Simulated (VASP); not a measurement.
Fe:

```xyz
1
Lattice="-1.4620 1.4620 1.4620 1.4620 -1.4620 1.4620 1.4620 1.4620 -1.4620" Properties=species:S:1:pos:R:3 pbc="T T T"
Fe    0.0000    0.0000    0.0000
```

Program: VASP 6.6.1. Alike in all runs: task single point; potentials or basis VASP PAW PBE potentials, release 64 (Fe_sv); spin collinear, ferromagnetic start; cell as given; k mesh 13 × 13 × 13; cutoff (eV) 690.

Problem. Order these runs on this cell by their pressure, lowest first.
A. level PBEsol+D3(BJ); smearing methfessel-paxton 0.1 eV
B. level PBEsol+D4; smearing fermi-dirac 0.05 eV
C. level BLYP+D4; smearing fermi-dirac 0.05 eV

Solution. A (-26.5 GPa), B (-24.3 GPa), C (-15.8 GPa).

Caveats: the cell stands under tension; the PAW data sets were made with another functional, which shifts forces and pressure a little.
